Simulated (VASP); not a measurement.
# LiF in VASP: further runs, part 2 of 3

VASP 6.6.1.

## (3) Single point, PBEsol (in-plane strain -0.02, then relaxed in part)

File INCAR:

```
SYSTEM = LiF
PREC     = Accurate       ! precision mode
ENCUT    = 750            ! plane-wave cutoff, eV
EDIFF    = 1E-6           ! SCF threshold, eV
ISMEAR   = 0              ! smearing method
SIGMA    = 0.01           ! smearing width, eV
LREAL    = .False.        ! projectors in reciprocal space
LASPH    = .True.         ! aspherical terms in the spheres
NELM     = 120            ! most SCF steps
ALGO     = Normal         ! electronic algorithm
ISIF     = 2              ! what is computed and relaxed
LWAVE    = .False.        ! write WAVECAR
LCHARG   = .False.        ! write CHGCAR
GGA      = PS             ! functional
NBANDS   = 12             ! bands
GGA_COMPAT= .False.
```

File KPOINTS:

```
Automatic mesh
0
Gamma
  10 10 10
  0 0 0
```

File POSCAR:

```
LiF
1.0
    1.9638820666      1.9638820666      0.0000000000
   -1.9638820666      1.9638820666      0.0000000000
    0.0000000000      1.9638820666      2.0344954204
Li F
1 1
Direct
    0.0000000000      0.0000000000      0.0000000000
    0.5000000000      0.5000000000      0.0000000000
```

Potentials or basis: VASP PAW PBE potentials, release 64 (Li_sv, F).

On the command line:

```sh
$ cat potpaw_PBE.64/Li_sv/POTCAR potpaw_PBE.64/F/POTCAR > POTCAR
$ mpirun -np 1 vasp_std > vasp.out
```

OUTCAR:

```text
SYSTEM = LiF
   PREC = Accurate
   ENCUT = 750
   EDIFF = 1E-6
   ISMEAR = 0
   LREAL = .False.
   LASPH = .True.
   NELM = 120
   ISIF = 2
   GGA = PS

 ion  position               nearest neighbor table
   1  0.000  0.000  0.000-   2 1.96   2 1.96   2 1.96   2 1.96   2 2.03   2 2.03
   2  0.500  0.500  0.000-   1 1.96   1 1.96   1 1.96   1 1.96   1 2.03   1 2.03

  LATTYP: Found a body centered tetragonal cell.
 ALAT       =     2.7773486535
 C/A-ratio  =     1.4650630326

  Lattice vectors:

 A1 = (   1.9638820666,   0.0000000000,  -2.0344954204)
 A2 = (  -1.9638820666,   0.0000000000,  -2.0344954204)
 A3 = (   0.0000000000,   1.9638820666,   2.0344954204)

Analysis of symmetry for initial positions (statically):
=====================================================================
 Subroutine PRICEL returns:
 Original cell was already a primitive cell.

 Routine SETGRP: Setting up the symmetry group for a
 body centered tetragonal supercell.

 Subroutine GETGRP returns: Found 16 space group operations
 (whereof 16 operations were pure point group operations)
 out of a pool of 16 trial point group operations.

The static configuration has the point symmetry D_4h.

Analysis of symmetry for dynamics (positions and initial velocities):
=====================================================================
 Subroutine PRICEL returns:
 Original cell was already a primitive cell.

 Routine SETGRP: Setting up the symmetry group for a
 body centered tetragonal supercell.

 Subroutine GETGRP returns: Found 16 space group operations
 (whereof 16 operations were pure point group operations)
 out of a pool of 16 trial point group operations.

The dynamic configuration has the point symmetry D_4h.

 Subroutine INISYM returns: Found 16 space group operations
 (whereof 16 operations are pure point group operations),
 and found     1 'primitive' translations

----------------------------------------------------------------------------------------

                                     Primitive cell

  volume of cell :      15.6934

  direct lattice vectors                    reciprocal lattice vectors
     1.963882067  1.963882067  0.000000000     0.254597773  0.254597773 -0.245761182
    -1.963882067  1.963882067  0.000000000    -0.254597773  0.254597773 -0.245761182
     0.000000000  1.963882067  2.034495420     0.000000000  0.000000000  0.491522365

  length of vectors
     2.777348653  2.777348653  2.827720705     0.435934181  0.435934181  0.491522365

  position of ions in fractional coordinates (direct lattice)
     0.000000000  0.000000000  0.000000000
     0.500000000  0.500000000  0.000000000

  ion indices of the primitive-cell ions
   primitive index   ion index
                 1           1
                 2           2

----------------------------------------------------------------------------------------

 KPOINTS: Automatic mesh

Automatic generation of k-mesh.
 Grid dimensions read from file:
 generate k-points for:   10   10   10

 Generating k-lattice:

  Cartesian coordinates                     Fractional coordinates (reciprocal lattice)
     0.025459777  0.025459777 -0.024576118     0.100000000  0.000000000  0.000000000
    -0.025459777  0.025459777 -0.024576118     0.000000000  0.100000000  0.000000000
     0.000000000  0.000000000  0.049152236     0.000000000  0.000000000  0.100000000

  Length of vectors
     0.043593418  0.043593418  0.049152236

  Shift w.r.t. Gamma in fractional coordinates (k-lattice)
     0.000000000  0.000000000  0.000000000

 Subroutine IBZKPT returns following result:
 ===========================================

 Found    102 irreducible k-points:

 Following reciprocal coordinates:
            Coordinates               Weight
  0.000000  0.000000  0.000000      1.000000
  0.100000  0.000000 -0.000000      8.000000
  0.200000  0.000000 -0.000000      8.000000
  0.300000  0.000000  0.000000      8.000000
  0.400000  0.000000  0.000000      8.000000
  0.500000  0.000000 -0.000000      4.000000
[... 16 lines left out ...]
  0.300000  0.300000  0.000000      8.000000
  0.400000  0.300000  0.000000     16.000000
 [... further k-points ...]
   k-points           NKPTS =    102   k-points in BZ     NKDIM =    102   number of bands    NBANDS=     12
   number of dos      NEDOS =    301   number of ions     NIONS =      2
   total plane-waves  NPLWV =  21952
   dimension x,y,z NGX =    28 NGY =   28 NGZ =   28
   dimension x,y,z NGXF=    56 NGYF=   56 NGZF=   56
   ions per type =               1   1
   NGX,Y,Z   is equivalent  to a cutoff of  16.76, 16.76, 16.46 a.u.
   NGXF,Y,Z  is equivalent  to a cutoff of  33.52, 33.52, 32.92 a.u.
 SYSTEM =  LiF
   PREC   = accura    normal or accurate (medium, high low for compatibility)
   ISTART =      0    job   : 0-new  1-cont  2-samecut
   ICHARG =      2    charge: 1-file 2-atom 10-const
   ISPIN  =      1    spin polarized calculation?
   LNONCOLLINEAR =      F non collinear calculations
   LSORBIT =      F    spin-orbit coupling
   LASPH  =      T    aspherical Exc in radial PAW
   ENCUT  =  750.0 eV  55.12 Ry    7.42 a.u.   6.20  6.20  6.31*2*pi/ulx,y,z
   NELM   =    120;   NELMIN=  2; NELMDL= -5     # of ELM steps
   EDIFF  = 0.1E-05   stopping-criterion for ELM
   LREAL  =      F    real-space projection
   EDIFFG = 0.1E-04   stopping-criterion for IOM
   NSW    =      0    number of steps for IOM
   IBRION =     -1    ionic relax: 0-MD 1-quasi-New 2-CG
   NFREE  =      0    steps in history (QN), initial steepest desc. (CG)
   ISIF   =      2    stress and relaxation
   ISYM   =      2    0-nonsym 1-usesym 2-fastsym
   POTIM  = 0.5000    time-step for ionic-motion
   TEBEG  =    0.0;   TEEND  =   0.0 temperature during run
   PSTRESS=    0.0 pullay stress
   NELECT =      10.0000    total number of electrons
   NUPDOWN=      -1.0000    fix difference up-down
   EMIN   =  10.00;   EMAX   =-10.00  energy-range for DOS
   EFERMI =   0.00;   METHOD = LEGACY
   ISMEAR =     0;   SIGMA  =   0.01  broadening in eV -4-tet -1-fermi 0-gaus
   EFERMI_NEDOS =   21; number of points for ismear=-14 and -15
   IALGO  =     38    algorithm
   IMIX   =      4    mixing-type and parameters
     AMIX     =   0.40;   BMIX     =  1.00
     AMIX_MAG =   1.60;   BMIX_MAG =  1.00
  volume/ion in A,a.u.               =       7.85        52.95
  Fermi-wavevector in a.u.,A,eV,Ry     =   1.408756  2.662162 27.002018  1.984592
  Thomas-Fermi vector in A             =   2.530881
   LORBIT       =      0    0 simple, 1 ext, 2 COOP (PROOUT), +10 PAW based schemes
   GGA     = PS    functional components
   LHFCALC =     F    Hartree Fock is set to
   AEXX    =    0.0000 exact exchange contribution
   IVDW    =     0    specifies the selected vdW correction
   LEPSILON=     F    determine dielectric tensor
   LRPA    =     F    only Hartree local field effects (RPA)
 non-spin polarized calculation
 Gauss-broadening in eV      SIGMA  =   0.01
  energy-cutoff  :      750.00
  volume of cell :       15.69
 maximum number of plane-waves:       752
 NGX is ok and might be reduce to    28
   NGX = 13   NGY = 13   NGZ = 13

 number of electron      10.0000002 magnetization

 Free energy of the ion-electron system (eV)
  ---------------------------------------------------
  ext. energy  EPLUGINS =         0.00000000
  ---------------------------------------------------
  free energy    TOTEN  =        -9.85124324 eV

  energy without entropy =       -9.85124324  energy(sigma->0) =       -9.85124324

 E-fermi :  -0.7005     XC(G=0): -10.4041

 val. band max:       -0.8222848606   @ k =   0.0000   0.0000   0.0000
 cond. band min:       8.3914541628   @ k =   0.0000   0.0000   0.0000
 fundamental gap:      9.2137390235
 Fermi energy:        -0.7005108194

 k-point     1 :       0.0000    0.0000    0.0000
  band No.  band energies     occupation
      1     -40.9755      2.00000
      2     -20.8465      2.00000
      3      -0.8994      2.00000
      4      -0.8994      2.00000
      5      -0.8223      2.00000
      6       8.3915      0.00000
      7      22.9371      0.00000
      8      23.4499      0.00000
      9      23.7643      0.00000
     10      23.7643      0.00000
     11      23.7726      0.00000
     12      23.7726      0.00000
[... 331 lines left out ...]
 k-point    24 :       0.4000    0.3000    0.0000
  band No.  band energies     occupation
      1     -40.8821      2.00000
      2     -20.1561      2.00000
      3      -3.3865      2.00000
      4      -2.5859      2.00000
      5      -1.5730      2.00000
      6      12.8082      0.00000
      7      14.6432      0.00000
      8      18.2395      0.00000
      9      18.7617      0.00000
     10      23.9533      0.00000
     11      31.7915      0.00000
     12      33.1944      0.00000

 [... further k-points ...]
[... 5 lines left out ...]
  --------------------------------------------------------------------------------------
  -------------------------------------------------------------------------------------
  Total        0.2773613      0.2773613     -0.0449391      0.0000000      0.0000000      0.0000000
  in kB       28.3164562     28.3164562     -4.5879365      0.0000000      0.0000000      0.0000000
  external PRESSURE =      17.3483253 kB  Pullay stress =       0.0000000 kB

 VOLUME and BASIS-vectors are now :
 -----------------------------------------------------------------------------
  energy-cutoff  :      750.00
  volume of cell :       15.69
      direct lattice vectors                 reciprocal lattice vectors
     1.963882067  1.963882067  0.000000000     0.254597773  0.254597773 -0.245761182
    -1.963882067  1.963882067  0.000000000    -0.254597773  0.254597773 -0.245761182
     0.000000000  1.963882067  2.034495420     0.000000000  0.000000000  0.491522365

 POSITION                                       TOTAL-FORCE (eV/Angst)
 -----------------------------------------------------------------------------------
      0.00000      0.00000      0.00000         0.000000     -0.000000      0.000000
      0.00000      1.96388      0.00000        -0.000000      0.000000      0.000000
 -----------------------------------------------------------------------------------
    total drift:                               -0.000000      0.000000     -0.000000

  FREE ENERGIE OF THE ION-ELECTRON SYSTEM (eV)
  ---------------------------------------------------
  free  energy   TOTEN  =        -9.8512432445 eV

  energy  without entropy=       -9.8512432445  energy(sigma->0) =       -9.85124324
```

It took 49 s on 1 thread of Intel Xeon 8259CL, shared host; peak memory 0.17 GiB.

Results:

```yaml
Free_energy: -9.8512 eV
Pressure: 1.7 GPa
Band_gap_on_the_k_mesh: 9.21 eV
```

Caveat: the cell differs from its parent crystal (in-plane strain -0.02, then relaxed in part); the PAW data sets were made with another functional, which shifts forces and pressure a little.

(Part 2 of 3 ends here.)
